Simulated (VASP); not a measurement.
# AgB2 (P6/mmm) in VASP: settings compared, part 2 of 2

VASP 6.6.1.

### 3 Single point, PBE+U

File INCAR:

```
SYSTEM = AgB2
ALGO     = Normal         ! electronic algorithm
EDIFF    = 1E-7           ! SCF threshold, eV
ENCUT    = 520            ! plane-wave cutoff, eV
GGA      = PE             ! functional
ISIF     = 2              ! what is computed and relaxed
ISMEAR   = 1              ! smearing method
LASPH    = .TRUE.         ! aspherical terms in the spheres
LCHARG   = .FALSE.        ! write CHGCAR
LDAU     = .TRUE.         ! DFT+U
LDAUJ    = 0 0          
LDAUL    = 2 -1           ! shell
LDAUPRINT= 1            
LDAUTYPE = 2            
LDAUU    = 4 0            ! U, eV
LMAXMIX  = 4              ! l up to which the mixer works
LREAL    = .FALSE.        ! projectors in reciprocal space
LWAVE    = .FALSE.        ! write WAVECAR
NBANDS   = 16             ! bands
NELM     = 150            ! most SCF steps
PREC     = Accurate       ! precision mode
SIGMA    = 0.05           ! smearing width, eV
```

File KPOINTS:

```
k-points
0
G
  16 16 13
  0 0 0
```

File POSCAR:

```
AgB2
1.0
    3.0000016405      0.0000000000      0.0000000000
   -1.5000008203      2.5980776321      0.0000000000
    0.0000000000      0.0000000000      3.2400000000
Ag B
1 2
Direct
    0.0000000000      0.0000000000      0.0000000000
    0.3333333333      0.6666666667      0.5000000000
    0.6666666667      0.3333333333      0.5000000000
```

Potentials or basis: VASP PAW PBE potentials, release 64 (Ag, B).

The run is started by

```
$ cat potpaw_PBE.64/Ag/POTCAR potpaw_PBE.64/B/POTCAR > POTCAR
$ mpirun -np 1 vasp_std > vasp.out
```

OUTCAR:

```text
SYSTEM = AgB2
   EDIFF = 1E-7
   ENCUT = 520
   GGA = PE
   ISIF = 2
   ISMEAR = 1
   LASPH = .TRUE.
   LREAL = .FALSE.
   NELM = 150
   PREC = Accurate

 ion  position               nearest neighbor table
   1  0.000  0.000  0.000-   2 2.37   3 2.37   2 2.37   3 2.37   3 2.37   3 2.37   2 2.37   2 2.37
                             3 2.37   3 2.37   2 2.37   2 2.37
   2  0.333  0.667  0.500-   3 1.73   3 1.73   3 1.73   1 2.37   1 2.37   1 2.37   1 2.37   1 2.37
                             1 2.37
   3  0.667  0.333  0.500-   2 1.73   2 1.73   2 1.73   1 2.37   1 2.37   1 2.37   1 2.37   1 2.37
                             1 2.37

  LATTYP: Found a hexagonal cell.
 ALAT       =     3.0000016405
 C/A-ratio  =     1.0799994094

  Lattice vectors:

 A1 = (   3.0000016405,   0.0000000000,   0.0000000000)
 A2 = (  -1.5000008203,   2.5980776321,   0.0000000000)
 A3 = (   0.0000000000,   0.0000000000,   3.2400000000)

Analysis of symmetry for initial positions (statically):
=====================================================================
 Subroutine PRICEL returns:
 Original cell was already a primitive cell.

 Routine SETGRP: Setting up the symmetry group for a
 hexagonal supercell.

 Subroutine GETGRP returns: Found 24 space group operations
 (whereof 24 operations were pure point group operations)
 out of a pool of 24 trial point group operations.

The static configuration has the point symmetry D_6h.

Analysis of symmetry for dynamics (positions and initial velocities):
=====================================================================
 Subroutine PRICEL returns:
 Original cell was already a primitive cell.

 Routine SETGRP: Setting up the symmetry group for a
 hexagonal supercell.

 Subroutine GETGRP returns: Found 24 space group operations
 (whereof 24 operations were pure point group operations)
[... 174 lines left out ...]
  o =  0.9555  v =  0.0000  0.0000  0.0000  0.0000  0.0000  0.0000  0.4800 -0.0000  0.8773  0.0000      0.0000  0.0000  0.0000  0.0000  0.0000  0.0000  0.0000  0.0000  0.0000  0.0000
  o =  0.9555  v =  0.0000 -0.8773  0.0000  0.4800 -0.0000  0.0000  0.0000  0.0000  0.0000  0.0000      0.0000  0.0000  0.0000  0.0000  0.0000  0.0000  0.0000  0.0000  0.0000  0.0000
  o =  0.9555  v =  0.0000  0.0000  0.0000  0.0000  0.0000  0.0000 -0.8773  0.0000  0.4800 -0.0000      0.0000  0.0000  0.0000  0.0000  0.0000  0.0000  0.0000  0.0000  0.0000  0.0000
  o =  0.9592  v =  0.0000  0.0000  0.0000  0.0000  0.0000  0.0000  0.0000  1.0000 -0.0000  0.0000      0.0000  0.0000  0.0000  0.0000  0.0000  0.0000  0.0000  0.0000  0.0000  0.0000
  o =  0.9592  v =  0.0000  0.0000  1.0000 -0.0000  0.0000  0.0000  0.0000  0.0000  0.0000  0.0000      0.0000  0.0000  0.0000  0.0000  0.0000  0.0000  0.0000  0.0000  0.0000  0.0000

 number of electron      16.9999992 magnetization

 Free energy of the ion-electron system (eV)
  ---------------------------------------------------
  ext. energy  EPLUGINS =         0.00000000
  ---------------------------------------------------
  free energy    TOTEN  =       -12.08611407 eV

  energy without entropy =      -12.08571195  energy(sigma->0) =      -12.08598003

 E-fermi :  10.2958     XC(G=0): -13.2718

 val. band max:       10.2946500197   @ k =   0.3125   0.0625   0.4615
 cond. band min:      10.3061919688   @ k =   0.1250   0.0625   0.3846
 fundamental gap:      0.0115419491
 Fermi energy:        10.2957510485

 k-point     1 :       0.0000    0.0000    0.0000
  band No.  band energies     occupation
      1      -3.7615      2.00000
      2       2.3716      2.00000
      3       2.9314      2.00000
      4       2.9314      2.00000
      5       4.3085      2.00000
      6       4.3085      2.00000
[... 433 lines left out ...]
      3       2.6084      2.00000
      4       2.6698      2.00000
      5       3.7574      2.00000
      6       4.4170      2.00000
[... 8 lines left out ...]
     15      24.8068      0.00000
     16      26.0599      0.00000

 [... further k-points ...]

------------------------ aborting loop because EDIFF is reached ----------------------------------------

  FORCE on cell =-STRESS in cart. coord.  units (eV):
  Direction    XX          YY          ZZ          XY          YZ          ZX
  --------------------------------------------------------------------------------------
  -------------------------------------------------------------------------------------
  Total        5.8890729      5.8890729     11.2504536     -0.0000000      0.0000000      0.0000000
  in kB      373.6275467    373.6275467    713.7760801     -0.0000000      0.0000000      0.0000000
  external PRESSURE =     487.0103912 kB  Pullay stress =       0.0000000 kB

 VOLUME and BASIS-vectors are now :
 -----------------------------------------------------------------------------
  energy-cutoff  :      520.00
  volume of cell :       25.25
      direct lattice vectors                 reciprocal lattice vectors
     3.000001640  0.000000000  0.000000000     0.333333151  0.192449984  0.000000000
    -1.500000820  2.598077632  0.000000000     0.000000000  0.384899969  0.000000000
     0.000000000  0.000000000  3.240000000     0.000000000  0.000000000  0.308641975

 POSITION                                       TOTAL-FORCE (eV/Angst)
 -----------------------------------------------------------------------------------
      0.00000      0.00000      0.00000        -0.000000      0.000000      0.000000
     -0.00000      1.73205      1.62000         0.000000     -0.000000      0.000000
      1.50000      0.86603      1.62000        -0.000000      0.000000      0.000000
 -----------------------------------------------------------------------------------
    total drift:                               -0.000000      0.000000      0.000000

  FREE ENERGIE OF THE ION-ELECTRON SYSTEM (eV)
  ---------------------------------------------------
  free  energy   TOTEN  =       -12.0861140675 eV

  energy  without entropy=      -12.0857119481  energy(sigma->0) =      -12.08598003
```

OSZICAR:

```text
N       E                     dE             d eps       ncg     rms          rms(c)
DAV:   1     0.720361314646E+02    0.72036E+02   -0.80664E+03  6840   0.991E+02
DAV:   2    -0.137517890938E+02   -0.85788E+02   -0.79171E+02  8808   0.229E+02
DAV:   3    -0.154230756179E+02   -0.16713E+01   -0.16678E+01  7392   0.327E+01
DAV:   4    -0.154270265710E+02   -0.39510E-02   -0.39507E-02  9136   0.171E+00
DAV:   5    -0.154270492485E+02   -0.22678E-04   -0.22676E-04  7488   0.124E-01    0.204E+01
DAV:   6    -0.122923476155E+02    0.31347E+01   -0.52856E+00  7968   0.400E+01    0.169E+01
DAV:   7    -0.121266177168E+02    0.16573E+00   -0.11636E+00  7152   0.103E+01    0.876E+00
DAV:   8    -0.120874875173E+02    0.39130E-01   -0.91868E-02  8352   0.259E+00    0.179E+00
DAV:   9    -0.120872076534E+02    0.27986E-03   -0.49965E-03  7560   0.883E-01    0.259E-01
DAV:  10    -0.120861098010E+02    0.10979E-02   -0.12288E-03  7536   0.391E-01    0.906E-02
DAV:  11    -0.120861146717E+02   -0.48707E-05   -0.12358E-04  7800   0.913E-02    0.180E-02
DAV:  12    -0.120861146574E+02    0.14299E-07   -0.49388E-06  8448   0.295E-02    0.566E-03
DAV:  13    -0.120861141414E+02    0.51600E-06   -0.67161E-07  7520   0.899E-03    0.114E-03
DAV:  14    -0.120861140675E+02    0.73924E-07   -0.28457E-08  4304   0.170E-03
   1 F= -.12086114E+02 E0= -.12085980E+02  d E =-.402119E-03
```

Run time: 1.8 min. Hardware: 1 thread of AMD EPYC 7R43 (Zen 3), shared host; peak memory 0.16 GiB.

Results:

```
Free energy : -12.0861 eV
Pressure    : 48.7 GPa
```

Eigenvalues of the final occupation matrices:
| site | spin | trace | eigenvalues |
| --- | --- | --- | --- |
| site 1 d | 1 | 4.75 | 0.94 0.94 0.96 0.96 0.96 |
| site 1 d | 2 | 4.75 | 0.94 0.94 0.96 0.96 0.96 |

Caveat: U without spin polarisation on a metal has little footing; the U is typed as a test and isn't derived for this compound.
